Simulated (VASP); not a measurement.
# KBr (Pmc2_1) in VASP: a series of runs

The runs below take KBr through single point, with LDA.

Program: VASP 6.6.1. These are calculated values, not measurements. Logs are shortened: lines on timing, memory, paths and dates and some standing lists are left out, and cuts for length are marked.

### Step 1. The cell of the first run

The structure is orthorhombic, space group Pmc2_1 (No. 26). Conventional cell: a = 3.830 Å, b = 3.830 Å, c = 7.660 Å, α = 90.00°, β = 90.00°, γ = 90.00°. Within 3.9 Å of K (site symmetry m) lie 8 Br at 2.91 to 3.77 Å and 6 K at 3.83 Å. Br (site symmetry m) has 8 K at 2.91 to 3.77 Å and 6 Br at 3.83 to 3.86 Å within 3.9 Å.

### Step 2. Single point, LDA (atoms displaced along a vibrational mode)

File INCAR:

```
SYSTEM = KBr
PREC = Accurate
ENCUT = 520
EDIFF = 1E-6
ISMEAR = 0
SIGMA = 0.05
LREAL = .False.
LASPH = .True.
NELM = 100
ALGO = Normal
ISIF = 2
LWAVE = .False.
LCHARG = .True.
LELF = .True.
LVHAR = .True.
NBANDS = 24
```

File KPOINTS:

```
Automatic mesh
0
Gamma
  6 6 4
  0 0 0
```

File POSCAR:

```
KBr
1.0
    3.8300121826      0.0000000000      0.0000000000
    0.0000000000      3.8300121826      0.0000000000
    0.0000000000      0.0000000000      7.6600243652
K Br
2 2
Direct
    0.0000000000      0.0000000000     -0.0462139522
    0.0000000000      0.0000000000      0.4537860478
    0.4418278613      0.5000000000      0.2726132230
    0.5581721387      0.5000000000      0.7726132230
```

Potentials or basis: VASP PAW LDA potentials, release 64 (K_sv, Br).

Command:

```bash
cat potpaw_LDA.64/K_sv/POTCAR potpaw_LDA.64/Br/POTCAR > POTCAR
mpirun -np 1 vasp_std > vasp.out
```

OUTCAR:

```text
SYSTEM = KBr
   PREC = Accurate
   ENCUT = 520
   EDIFF = 1E-6
   ISMEAR = 0
   LREAL = .False.
   LASPH = .True.
   NELM = 100
   ISIF = 2

 ion  position               nearest neighbor table
   1  0.000  0.000  0.954-   4 2.91   4 2.91   4 3.19   4 3.19
   2  0.000  0.000  0.454-   3 2.91   3 2.91   3 3.19   3 3.19
   3  0.442  0.500  0.273-   2 2.91   2 2.91   2 3.19   2 3.19
   4  0.558  0.500  0.773-   1 2.91   1 2.91   1 3.19   1 3.19

  LATTYP: Found a simple tetragonal cell.
 ALAT       =     3.8300121826
 C/A-ratio  =     2.0000000000

  Lattice vectors:

 A1 = (   3.8300121826,   0.0000000000,   0.0000000000)
 A2 = (   0.0000000000,   3.8300121826,   0.0000000000)
 A3 = (   0.0000000000,   0.0000000000,   7.6600243652)

Analysis of symmetry for initial positions (statically):
=====================================================================
 Subroutine PRICEL returns:
 Original cell was already a primitive cell.

 Routine SETGRP: Setting up the symmetry group for a
 simple tetragonal supercell.

 Subroutine GETGRP returns: Found  4 space group operations
 (whereof  2 operations were pure point group operations)
 out of a pool of 16 trial point group operations.

The static configuration has the point symmetry C_1h.
 The point group associated with its full space group is C_2v.

Analysis of symmetry for dynamics (positions and initial velocities):
=====================================================================
 Subroutine PRICEL returns:
 Original cell was already a primitive cell.

 Routine SETGRP: Setting up the symmetry group for a
 simple tetragonal supercell.

 Subroutine GETGRP returns: Found  4 space group operations
 (whereof  2 operations were pure point group operations)
 out of a pool of 16 trial point group operations.

The dynamic configuration has the point symmetry C_1h.
 The point group associated with its full space group is C_2v.

 Subroutine INISYM returns: Found  4 space group operations
 (whereof  2 operations are pure point group operations),
 and found     1 'primitive' translations

----------------------------------------------------------------------------------------

                                     Primitive cell

  volume of cell :     112.3648

  direct lattice vectors                    reciprocal lattice vectors
     3.830012183  0.000000000  0.000000000     0.261095775  0.000000000  0.000000000
     0.000000000  3.830012183  0.000000000     0.000000000  0.261095775  0.000000000
     0.000000000  0.000000000  7.660024365     0.000000000  0.000000000  0.130547888
[... 84 lines left out ...]
   LSORBIT =      F    spin-orbit coupling
   LASPH  =      T    aspherical Exc in radial PAW
   ENCUT  =  520.0 eV  38.22 Ry    6.18 a.u.   7.12  7.12 14.24*2*pi/ulx,y,z
   NELM   =    100;   NELMIN=  2; NELMDL= -5     # of ELM steps
   EDIFF  = 0.1E-05   stopping-criterion for ELM
   LREAL  =      F    real-space projection
   EDIFFG = 0.1E-04   stopping-criterion for IOM
   NSW    =      0    number of steps for IOM
   IBRION =     -1    ionic relax: 0-MD 1-quasi-New 2-CG
   NFREE  =      0    steps in history (QN), initial steepest desc. (CG)
   ISIF   =      2    stress and relaxation
   ISYM   =      2    0-nonsym 1-usesym 2-fastsym
   POTIM  = 0.5000    time-step for ionic-motion
   TEBEG  =    0.0;   TEEND  =   0.0 temperature during run
   PSTRESS=    0.0 pullay stress
   NELECT =      32.0000    total number of electrons
   NUPDOWN=      -1.0000    fix difference up-down
   EMIN   =  10.00;   EMAX   =-10.00  energy-range for DOS
   EFERMI =   0.00;   METHOD = LEGACY
   ISMEAR =     0;   SIGMA  =   0.05  broadening in eV -4-tet -1-fermi 0-gaus
   EFERMI_NEDOS =   21; number of points for ismear=-14 and -15
   IALGO  =     38    algorithm
   IMIX   =      4    mixing-type and parameters
     AMIX     =   0.40;   BMIX     =  1.00
     AMIX_MAG =   1.60;   BMIX_MAG =  1.00
  volume/ion in A,a.u.               =      28.09       189.57
  Fermi-wavevector in a.u.,A,eV,Ry     =   1.077080  2.035386 15.784140  1.160102
  Thomas-Fermi vector in A             =   2.212982
   LORBIT       =      0    0 simple, 1 ext, 2 COOP (PROOUT), +10 PAW based schemes
   GGA     = CA    functional components
   LHFCALC =     F    Hartree Fock is set to
   AEXX    =    0.0000 exact exchange contribution
   IVDW    =     0    specifies the selected vdW correction
   LEPSILON=     F    determine dielectric tensor
   LRPA    =     F    only Hartree local field effects (RPA)
 non-spin polarized calculation
 Gauss-broadening in eV      SIGMA  =   0.05
  energy-cutoff  :      520.00
  volume of cell :      112.36
 maximum number of plane-waves:      3056
   NGX = 15   NGY = 15   NGZ = 29

 number of electron      32.0000005 magnetization

 Free energy of the ion-electron system (eV)
  ---------------------------------------------------
  ext. energy  EPLUGINS =         0.00000000
  ---------------------------------------------------
  free energy    TOTEN  =       -13.12653800 eV

  energy without entropy =      -13.12653800  energy(sigma->0) =      -13.12653800

 E-fermi :   0.1590     XC(G=0):  -8.9516

 val. band max:       -0.1455152768   @ k =   0.5000   0.5000   0.0000
 cond. band min:       3.9729642195   @ k =   0.0000   0.0000   0.0000
 fundamental gap:      4.1184794962
 Fermi energy:         0.1589853359

 k-point     1 :       0.0000    0.0000    0.0000
  band No.  band energies     occupation
      1     -28.0179      2.00000
      2     -27.9945      2.00000
      3     -13.4608      2.00000
      4     -13.3364      2.00000
      5     -11.7070      2.00000
      6     -11.6912      2.00000
[... 637 lines left out ...]
     23       8.4776      0.00000
     24       8.6744      0.00000

 [... further k-points ...]
[... 5 lines left out ...]
  --------------------------------------------------------------------------------------
  -------------------------------------------------------------------------------------
  Total        2.2278917      2.6504411      1.2029402      0.0000000      0.0000000      0.0000000
  in kB       31.7668527     37.7918603     17.1523709      0.0000000      0.0000000      0.0000000
  external PRESSURE =      28.9036946 kB  Pullay stress =       0.0000000 kB

 VOLUME and BASIS-vectors are now :
 -----------------------------------------------------------------------------
  energy-cutoff  :      520.00
  volume of cell :      112.36
      direct lattice vectors                 reciprocal lattice vectors
     3.830012183  0.000000000  0.000000000     0.261095775  0.000000000  0.000000000
     0.000000000  3.830012183  0.000000000     0.000000000  0.261095775  0.000000000
     0.000000000  0.000000000  7.660024365     0.000000000  0.000000000  0.130547888

 POSITION                                       TOTAL-FORCE (eV/Angst)
 -----------------------------------------------------------------------------------
      0.00000      0.00000      7.30602         0.521778      0.000000      0.720127
      0.00000      0.00000      3.47601        -0.521778      0.000000      0.720127
      1.69221      1.91501      2.08822         0.503273      0.000000     -0.720127
      2.13781      1.91501      5.91824        -0.503273      0.000000     -0.720127
 -----------------------------------------------------------------------------------
    total drift:                               -0.000000      0.000000     -0.000349

  FREE ENERGIE OF THE ION-ELECTRON SYSTEM (eV)
  ---------------------------------------------------
  free  energy   TOTEN  =       -13.1265379985 eV

  energy  without entropy=      -13.1265379985  energy(sigma->0) =      -13.12653800
```

stdout:

```text
POSCAR found type information on POSCAR K Br
 POSCAR found :  2 types and       4 ions
 scaLAPACK will be used
 LDA part: xc-table for (Slater(with rela. corr.)+CA(PZ))
 , standard interpolation
 POSCAR, INCAR and KPOINTS ok, starting setup
 FFT: planning ... GRIDC
 FFT: planning ... GRID_SOFT
 FFT: planning ... GRID
 WAVECAR not read
 entering main loop
```

Run time: 36 s. Hardware: 1 thread of Intel Xeon 6975P-C (Granite Rapids), shared host; peak memory 0.24 GiB.

Results:

```
Free energy            : -13.1265 eV
Pressure               : 2.9 GPa
Largest force          : 0.889 eV/Å
Band gap on the k mesh : 4.12 eV (least direct gap 4.35 eV)
```

Forces in eV/Å, atoms in the order of the input:
```
K    0.522  0.000  0.720
K   -0.522  0.000  0.720
Br   0.503  0.000 -0.720
Br  -0.503  0.000 -0.720
```

Caveat: the cell differs from its parent crystal (atoms displaced along a vibrational mode).

### Step 3. Single point, LDA (atoms displaced along a vibrational mode)

File INCAR:

```
ALGO = Normal
EDIFF = 1E-7
ENCUT = 520
ISIF = 2
ISMEAR = 0
LASPH = T
LCHARG = T
LELF = T
LREAL = F
LVHAR = T
LWAVE = F
NBANDS = 24
NELM = 100
PREC = Accurate
SIGMA = 0.05
```

File KPOINTS:

```
k-points
0
Gamma
  6 6 4
```

File POSCAR:

```
KBr
1.0
    3.8300121826      0.0000000000      0.0000000000
    0.0000000000      3.8300121826      0.0000000000
    0.0000000000      0.0000000000      7.6600243652
K Br
2 2
Direct
    0.0000000000      0.0000000000     -0.0369711618
    0.0000000000      0.0000000000      0.4630288382
    0.4127417919      0.5000000000      0.2680905784
    0.5872582081      0.5000000000      0.7680905784
```

Potentials or basis: VASP PAW LDA potentials, release 64 (K_sv, Br).

Command:

```bash
cat potpaw_LDA.64/K_sv/POTCAR potpaw_LDA.64/Br/POTCAR > POTCAR
mpirun -np 1 vasp_std > vasp.out
```

Wall time 44 s (1 thread of Intel Xeon 6975P-C (Granite Rapids), shared host); peak memory 0.24 GiB.

It converged, with:

* Free energy: -13.1490 eV
* Pressure: 2.7 GPa
* Largest force: 0.926 eV/Å
* Band gap on the k mesh: 4.13 eV (least direct gap 4.32 eV)

Forces in eV/Å, atoms in the order of the input:
```
K    0.598  0.000  0.689
K   -0.598  0.000  0.689
Br   0.620  0.000 -0.689
Br  -0.620  0.000 -0.689
```

Stress tensor (GPa, compression positive):
```
2.58 0.00 0.00
0.00 3.68 0.00
0.00 0.00 1.87
```

Levels at points of the mesh, in eV from the valence-band top:
```csv
k point,band 12,band 13,band 14,band 15,band 16,band 17,band 18,band 19,band 20,band 21
"(0.00, 0.00, 0.00)",-0.43,-0.32,-0.26,-0.25,-0.19,4.13,5.49,6.04,6.64,6.95
"(0.50, 0.00, 0.00)",-1.70,-1.54,-0.37,-0.37,-0.03,5.33,6.46,6.65,6.86,8.05
"(0.00, 0.50, 0.00)",-1.62,-1.57,-0.30,-0.24,-0.01,5.10,6.44,6.67,6.70,7.41
"(0.50, 0.50, 0.00)",-1.80,-1.74,-1.57,-1.56,-0.04,5.15,6.83,7.35,7.49,7.53
"(0.00, 0.00, 0.50)",-1.55,-0.28,-0.28,-0.24,-0.24,5.45,5.45,5.97,5.97,7.30
"(0.50, 0.00, 0.50)",-2.10,-0.94,-0.94,-0.21,-0.21,5.89,5.89,6.85,6.85,8.68
"(0.00, 0.50, 0.50)",-2.04,-1.04,-1.04,-0.08,-0.08,5.99,5.99,6.79,6.79,8.35
"(0.50, 0.50, 0.50)",-1.71,-1.67,-1.67,-0.96,-0.96,6.11,6.11,7.29,7.29,7.68
```

Caveat: the cell differs from its parent crystal (atoms displaced along a vibrational mode). A k mesh can miss the band edges.

(Part 1 of 2 ends here.)
